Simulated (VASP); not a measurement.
# Si3N in VASP: single point with PBE+D3(BJ)

Aim: the single point of Si3N with PBE+D3(BJ).

All numbers are computed with VASP 6.6.1; they aren't measurements. Logs are shortened: lines on timing, memory, paths and dates and some standing lists are left out, and cuts for length are marked.

### Step 1. The cell of the first run

The cell holds a slab with vacuum, 8 atoms: a = 3.816 Å, b = 3.816 Å, c = 25.791 Å, α = 90.00°, β = 90.00°, γ = 120.00°.

### Step 2. Single point, PBE+D3(BJ)

Input file INCAR:

```
SYSTEM = Si3N
  PREC = Accurate
  ENCUT = 1000
  EDIFF = 1E-6
  ISMEAR = 0
  SIGMA = 0.05
  LREAL = .False.
  LASPH = .True.
  NELM = 120
  ALGO = Normal
  ISIF = 2
  LWAVE = .False.
  LCHARG = .False.
  LDIPOL = .True.
  IDIPOL = 3
  DIPOL = 0.5 0.5 0.361
  GGA = PE
  IVDW = 12
  NBANDS = 27
  GGA_COMPAT = .False.
  NELMDL = -8
```

Input file KPOINTS:

```
Automatic mesh
0
Gamma
  9 9 1
  0 0 0
```

Input file POSCAR:

```
Si3N
1.0
    3.8155170197      0.0000000000      0.0000000000
   -1.9077585099      3.3043346676      0.0000000000
    0.0000000000      0.0000000000     25.7913833664
Si N
6 2
Direct
    0.6666666667      0.3333333333      0.1550905565
    0.3333333333      0.6666666667      0.1859793801
    0.3333333333      0.6666666667      0.2774751471
    0.6666666667      0.3333333333      0.3070263804
    0.6666666667      0.3333333333      0.3997350368
    0.3333333333      0.6666666667      0.4261649408
    1.0000000000      1.0000000000      0.5463601221
    1.0000000000      1.0000000000      0.5890100252
```

Potentials or basis: VASP PAW PBE potentials, release 64 (Si, N_h).

On the command line:

```
$ cat potpaw_PBE.64/Si/POTCAR potpaw_PBE.64/N_h/POTCAR > POTCAR
$ mpirun -np 1 vasp_std > vasp.out
```

OUTCAR:

```text
SYSTEM = Si3N
   PREC = Accurate
   ENCUT = 1000
   EDIFF = 1E-6
   ISMEAR = 0
   LREAL = .False.
   LASPH = .True.
   NELM = 120
   ISIF = 2
   GGA = PE
   IVDW = 12
   NELMDL = -8
 IVDW          = 12

 ion  position               nearest neighbor table
   1  0.667  0.333  0.155-   2 2.34   2 2.34   2 2.34
   2  0.333  0.667  0.186-   1 2.34   1 2.34   1 2.34   3 2.36
   3  0.333  0.667  0.277-   4 2.33   4 2.33   4 2.33   2 2.36
   4  0.667  0.333  0.307-   3 2.33   3 2.33   3 2.33   5 2.39
   5  0.667  0.333  0.400-   6 2.31   6 2.31   6 2.31   4 2.39
   6  0.333  0.667  0.426-   5 2.31   5 2.31   5 2.31
   7  0.000  0.000  0.546-   8 1.10
   8  0.000  0.000  0.589-   7 1.10

  LATTYP: Found a hexagonal cell.
 ALAT       =     3.8155170197
 C/A-ratio  =     6.7596038055

  Lattice vectors:

 A1 = (   3.8155170197,   0.0000000000,   0.0000000000)
 A2 = (  -1.9077585099,   3.3043346676,   0.0000000000)
 A3 = (   0.0000000000,   0.0000000000,  25.7913833664)

Analysis of symmetry for initial positions (statically):
=====================================================================
 Subroutine PRICEL returns:
 Original cell was already a primitive cell.

 Routine SETGRP: Setting up the symmetry group for a
 hexagonal supercell.

 Subroutine GETGRP returns: Found  6 space group operations
 (whereof  6 operations were pure point group operations)
 out of a pool of 24 trial point group operations.

The static configuration has the point symmetry C_3v.

Analysis of symmetry for dynamics (positions and initial velocities):
=====================================================================
 Subroutine PRICEL returns:
 Original cell was already a primitive cell.

 Routine SETGRP: Setting up the symmetry group for a
 hexagonal supercell.

 Subroutine GETGRP returns: Found  6 space group operations
 (whereof  6 operations were pure point group operations)
 out of a pool of 24 trial point group operations.

The dynamic configuration has the point symmetry C_3v.

 Subroutine INISYM returns: Found  6 space group operations
 (whereof  6 operations are pure point group operations),
 and found     1 'primitive' translations

----------------------------------------------------------------------------------------

                                     Primitive cell

  volume of cell :     325.1712

  direct lattice vectors                    reciprocal lattice vectors
     3.815517020  0.000000000  0.000000000     0.262087679  0.151316392  0.000000000
    -1.907758510  3.304334668  0.000000000     0.000000000  0.302632784  0.000000000
     0.000000000  0.000000000 25.791383366     0.000000000  0.000000000  0.038772639

  length of vectors
     3.815517020  3.815517020 25.791383366     0.302632784  0.302632784  0.038772639

  position of ions in fractional coordinates (direct lattice)
     0.666666667  0.333333333  0.155090556
     0.333333333  0.666666667  0.185979380
     0.333333333  0.666666667  0.277475147
     0.666666667  0.333333333  0.307026380
     0.666666667  0.333333333  0.399735037
     0.333333333  0.666666667  0.426164941
     0.000000000  0.000000000  0.546360122
     0.000000000  0.000000000  0.589010025

  ion indices of the primitive-cell ions
   primitive index   ion index
                 1           1
                 2           2
                 3           3
                 4           4
                 5           5
                 6           6
                 7           7
                 8           8

----------------------------------------------------------------------------------------

 KPOINTS: Automatic mesh

Automatic generation of k-mesh.
 Grid dimensions read from file:
 generate k-points for:    9    9    1

 Generating k-lattice:

  Cartesian coordinates                     Fractional coordinates (reciprocal lattice)
     0.029120853  0.016812932  0.000000000     0.111111111  0.000000000  0.000000000
     0.000000000  0.033625865  0.000000000     0.000000000  0.111111111  0.000000000
     0.000000000  0.000000000  0.038772639     0.000000000  0.000000000  1.000000000

  Length of vectors
     0.033625865  0.033625865  0.038772639

  Shift w.r.t. Gamma in fractional coordinates (k-lattice)
     0.000000000  0.000000000  0.000000000

 Subroutine IBZKPT returns following result:
 ===========================================

 Found     12 irreducible k-points:

 Following reciprocal coordinates:
            Coordinates               Weight
  0.000000  0.000000  0.000000      1.000000
  0.111111  0.000000  0.000000      6.000000
  0.222222 -0.000000  0.000000      6.000000
  0.333333  0.000000  0.000000      6.000000
  0.444444 -0.000000  0.000000      6.000000
  0.111111  0.111111  0.000000      6.000000
  0.222222  0.111111  0.000000     12.000000
  0.333333  0.111111  0.000000     12.000000
  0.444444  0.111111  0.000000      6.000000
  0.222222  0.222222  0.000000      6.000000
  0.333333  0.222222  0.000000     12.000000
  0.333333  0.333333  0.000000      2.000000
   k-points           NKPTS =     12   k-points in BZ     NKDIM =     12   number of bands    NBANDS=     27
   number of dos      NEDOS =    301   number of ions     NIONS =      8
   total plane-waves  NPLWV = 432000
   dimension x,y,z NGX =    40 NGY =   40 NGZ =  270
   dimension x,y,z NGXF=    80 NGYF=   80 NGZF=  540
   ions per type =               6   2
   NGX,Y,Z   is equivalent  to a cutoff of  17.43, 17.43, 17.40 a.u.
   NGXF,Y,Z  is equivalent  to a cutoff of  34.86, 34.86, 34.81 a.u.
 SYSTEM =  Si3N
   PREC   = accura    normal or accurate (medium, high low for compatibility)
   ISTART =      0    job   : 0-new  1-cont  2-samecut
   ICHARG =      2    charge: 1-file 2-atom 10-const
   ISPIN  =      1    spin polarized calculation?
   LNONCOLLINEAR =      F non collinear calculations
   LSORBIT =      F    spin-orbit coupling
   LASPH  =      T    aspherical Exc in radial PAW
   ENCUT  = 1000.0 eV  73.50 Ry    8.57 a.u.   9.84  9.84 66.50*2*pi/ulx,y,z
   NELM   =    120;   NELMIN=  2; NELMDL= -8     # of ELM steps
   EDIFF  = 0.1E-05   stopping-criterion for ELM
   LREAL  =      F    real-space projection
   EDIFFG = 0.1E-04   stopping-criterion for IOM
   NSW    =      0    number of steps for IOM
   IBRION =     -1    ionic relax: 0-MD 1-quasi-New 2-CG
   NFREE  =      0    steps in history (QN), initial steepest desc. (CG)
   ISIF   =      2    stress and relaxation
   ISYM   =      2    0-nonsym 1-usesym 2-fastsym
   POTIM  = 0.5000    time-step for ionic-motion
   TEBEG  =    0.0;   TEEND  =   0.0 temperature during run
   PSTRESS=    0.0 pullay stress
   NELECT =      34.0000    total number of electrons
   NUPDOWN=      -1.0000    fix difference up-down
   EMIN   =  10.00;   EMAX   =-10.00  energy-range for DOS
   EFERMI =   0.00;   METHOD = LEGACY
   ISMEAR =     0;   SIGMA  =   0.05  broadening in eV -4-tet -1-fermi 0-gaus
   EFERMI_NEDOS =   21; number of points for ismear=-14 and -15
   IALGO  =     38    algorithm
   IMIX   =      4    mixing-type and parameters
     AMIX     =   0.40;   BMIX     =  1.00
     AMIX_MAG =   1.60;   BMIX_MAG =  1.00
  volume/ion in A,a.u.               =      40.65       274.30
  Fermi-wavevector in a.u.,A,eV,Ry     =   0.771253  1.457458  8.093179  0.594832
  Thomas-Fermi vector in A             =   1.872632
   LORBIT       =      0    0 simple, 1 ext, 2 COOP (PROOUT), +10 PAW based schemes
   GGA     = PE    functional components
   LHFCALC =     F    Hartree Fock is set to
   AEXX    =    0.0000 exact exchange contribution
   IVDW    =    12    specifies the selected vdW correction
   LEPSILON=     F    determine dielectric tensor
   LRPA    =     F    only Hartree local field effects (RPA)
 non-spin polarized calculation
 Gauss-broadening in eV      SIGMA  =   0.05
  energy-cutoff  :     1000.00
  volume of cell :      325.17
 maximum number of plane-waves:     23397
 NGX is ok and might be reduce to    40
   NGX = 19   NGY = 19   NGZ =133

 dipolmoment           0.000000      0.000000      0.061175 electrons x Angstroem

 number of electron      34.0000000 magnetization

 dipolmoment           0.000000      0.000000     -0.008324 electrons x Angstroem

 Free energy of the ion-electron system (eV)
  ---------------------------------------------------
  ext. energy  EPLUGINS =         0.00000000
  ---------------------------------------------------
  free energy    TOTEN  =       -46.87920964 eV

  energy without entropy =      -46.87638743  energy(sigma->0) =      -46.87779854

 E-fermi :  -0.2119     XC(G=0):  -4.9140

 val. band max:       -0.2368273204   @ k =   0.0000   0.0000   0.0000
 cond. band min:      -0.1093677630   @ k =   0.2222   0.1111   0.0000
 fundamental gap:      0.1274595575
 Fermi energy:        -0.2119434381

 k-point     1 :       0.0000    0.0000    0.0000
  band No.  band energies     occupation
      1     -24.2319      2.00000
      2     -12.0703      2.00000
      3     -11.2617      2.00000
      4     -10.3282      2.00000
      5      -9.5982      2.00000
      6      -7.3497      2.00000
[... 19 lines left out ...]
     26       3.1395      0.00000
     27       3.1395      0.00000

 k-point     2 :       0.1111    0.0000    0.0000
  band No.  band energies     occupation
      1     -24.2275      2.00000
      2     -11.9251      2.00000
      3     -11.1165      2.00000
      4     -10.1817      2.00000
      5      -9.5787      2.00000
      6      -7.4284      2.00000
[... 292 lines left out ...]
 k-point    12 :       0.3333    0.3333    0.0000
  band No.  band energies     occupation
      1     -24.1897      2.00000
      2      -9.4311      2.00000
      3      -9.0290      2.00000
      4      -8.9136      2.00000
      5      -7.9143      2.00000
      6      -7.7148      2.00000
[... 19 lines left out ...]
     26       5.7878      0.00000
     27       5.8359      0.00000

------------------------ aborting loop because EDIFF is reached ----------------------------------------

 vacuum level on the upper side and lower side of the slab       (xc-potential included)        -0.232        -0.108

 Edisp (eV)   -1.80933

 E8    (eV) :    -0.7498

  FORCE on cell =-STRESS in cart. coord.  units (eV):
  Direction    XX          YY          ZZ          XY          YZ          ZX
  --------------------------------------------------------------------------------------
  -------------------------------------------------------------------------------------
  Total       0.66442     0.66442     0.18269    -0.00000     0.00000    -0.00000
  in kB       3.27370     3.27370     0.90015    -0.00000     0.00000    -0.00000
  external pressure =        2.48 kB  Pullay stress =        0.00 kB

 VOLUME and BASIS-vectors are now :
 -----------------------------------------------------------------------------
  energy-cutoff  :     1000.00
  volume of cell :      325.17
      direct lattice vectors                 reciprocal lattice vectors
     3.815517020  0.000000000  0.000000000     0.262087679  0.151316392  0.000000000
    -1.907758510  3.304334668  0.000000000     0.000000000  0.302632784  0.000000000
     0.000000000  0.000000000 25.791383366     0.000000000  0.000000000  0.038772639

 POSITION                                       TOTAL-FORCE (eV/Angst)
 -----------------------------------------------------------------------------------
      1.90776      1.10144      4.00000         0.000000     -0.000000      0.480307
     -0.00000      2.20289      4.79667        -0.000000      0.000000     -0.571905
     -0.00000      2.20289      7.15647         0.000000      0.000000      0.111300
      1.90776      1.10144      7.91864         0.000000     -0.000000     -0.001399
      1.90776      1.10144     10.30972        -0.000000      0.000000      0.029192
     -0.00000      2.20289     10.99138         0.000000      0.000000     -0.018586
      0.00000      0.00000     14.09138        -0.000000      0.000000     -0.532913
      0.00000      0.00000     15.19138         0.000000      0.000000      0.504004
 -----------------------------------------------------------------------------------
    total drift:                               -0.000000     -0.000000      0.000098

  FREE ENERGIE OF THE ION-ELECTRON SYSTEM (eV)
  ---------------------------------------------------
  free  energy   TOTEN  =       -48.6885446184 eV

  energy  without entropy=      -48.6857224088  energy(sigma->0) =      -48.68713351

 vacuum level on the upper side and lower side of the slab         4.309         4.439
```

Wall time 30 min (1 thread of AMD EPYC 7R43 (Zen 3), shared host); peak memory 0.86 GiB.

Results:

```
Free energy                : -48.6885 eV
Largest force              : 0.572 eV/Å
Band gap on the k mesh     : zero (bands 17 and 18 overlap by 0.08 eV)
Dispersion energy per atom : -0.226 eV
```

Forces on the atoms (eV/Å):
```
Si   0.000  0.000  0.480
Si   0.000  0.000 -0.572
Si   0.000  0.000  0.111
Si   0.000  0.000 -0.001
Si   0.000  0.000  0.029
Si   0.000  0.000 -0.019
N    0.000  0.000 -0.533
N    0.000  0.000  0.504
```

Levels at points of the mesh, in eV from the Fermi level:
| k point | band 13 | band 14 | band 15 | band 16 | band 17 | band 18 | band 19 | band 20 | band 21 | band 22 |
| --- | --- | --- | --- | --- | --- | --- | --- | --- | --- | --- |
| (0.00, 0.00, 0.00) | -0.68 | -0.65 | -0.65 | -0.02 | -0.02 | 0.88 | 1.48 | 2.54 | 2.54 | 2.64 |

The gap in the log of VASP goes by the Fermi energy; the results here count the filled bands.